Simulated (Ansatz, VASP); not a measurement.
# PbS in VASP and in Ansatz

The input INCAR:

```
SYSTEM = PbS
  PREC = Accurate
  ENCUT = 520
  EDIFF = 1E-7
  ISMEAR = 0
  SIGMA = 0.05
  LREAL = .FALSE.
  LASPH = .TRUE.
  NELM = 100
  ALGO = Normal
  ISIF = 2
  LWAVE = .FALSE.
  LCHARG = .FALSE.
  GGA = PE
  NBANDS = 17
```

File KPOINTS:

```
regular mesh
0
G
  10 10 10
  0 0 0
```

Contents of POSCAR:

```
PbS
1.0
    0.0000000000      2.9858821877      2.9858821877
    2.9858821877      0.0000000000      2.9858821877
    2.9858821877      2.9858821877      0.0000000000
Pb S
1 1
Direct
    0.5000000000      0.5000000000      0.5000000000
    0.0000000000      0.0000000000      0.0000000000
```

Input for Ansatz:

```yaml
crystal:
  lattice:
    - [0.0, 2.9858821877, 2.9858821877]
    - [2.9858821877, 0.0, 2.9858821877]
    - [2.9858821877, 2.9858821877, 0.0]
  atoms:
    - { symbol: Pb, position: [0.5, 0.5, 0.5] }
    - { symbol: S, position: [0.0, 0.0, 0.0] }
basis:
  ecutwfc: 420
  ecutrho_ratio: 4
kpoints:
  mp_grid: { grid: [10, 10, 10] }
hamiltonian:
  xc: pbe
scf:
  occupations: { method: gaussian, width: 0.05 }
output:
  forces: true
  stress: true
  eigenvalues: true
```

Alike in both runs: task single point; functional PBE; k mesh 10 × 10 × 10; occupations gaussian, width 0.05 eV; no spin polarisation.

|  | VASP | Ansatz |
| --- | --- | --- |
| version | VASP 6.6.1 | Ansatz 0.2.0 |
| potentials or method | VASP PAW PBE potentials, release 64 (Pb_d, S), cutoff 520 eV | scalar-relativistic, plane waves, PAW |
| valence electrons in the cell | 20 | 20 |

Ansatz gave:

| Item | Value |
| --- | --- |
| gap on the k mesh at the Fermi level (eV) | 0.43 |
| least direct gap on the mesh (eV) | 0.43 |
| pressure (GPa) | 1.0 |

Q: Which values does VASP return?

A: gap on the k mesh at the Fermi level (eV): 0.44; least direct gap on the mesh (eV): 0.44; pressure (GPa): 1.0.

The functional is the same, so the differences come from potentials, cutoffs and numerics.

Spin-orbit coupling is off throughout.
